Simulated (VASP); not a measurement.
Here is a VASP 6.6.1 calculation.

Contents of INCAR:

```
SYSTEM = B2W
  ALGO = Normal
  EDIFF = 1E-6
  ENCUT = 520
  ISIF = 2
  ISMEAR = -1
  LASPH = .TRUE.
  LCHARG = .FALSE.
  LREAL = .FALSE.
  LWAVE = .FALSE.
  NBANDS = 17
  NELM = 80
  PREC = Accurate
  SIGMA = 0.05
```

File KPOINTS:

```
k-points
0
G
  14 14 12
  0 0 0
```

POSCAR

```
B2W
1.0
    3.0099010059      0.0000000000      0.0000000000
   -1.5049505030      2.6066507339      0.0000000000
    0.0000000000      0.0000000000      3.0397992549
B W
2 1
Direct
    0.3333333333      0.6666666667      0.5000000000
    0.6666666667      0.3333333333      0.5000000000
    0.0000000000      0.0000000000      0.0000000000
```

Potentials or basis: VASP PAW LDA potentials, release 64 (B, W_sv).

Launch:

```sh
$ cat potpaw_LDA.64/B/POTCAR potpaw_LDA.64/W_sv/POTCAR > POTCAR
$ mpirun -np 1 vasp_std > vasp.out
```

(1) Estimate the pressure.

(2) Predict the band gap on the k mesh.

## Answers

(1) 29.0 GPa.

(2) zero (bands 10 and 11 overlap by 4.83 eV).

Caveat: the cell stands under pressure; spin-orbit coupling is left out, which moves the levels of the heavy elements.
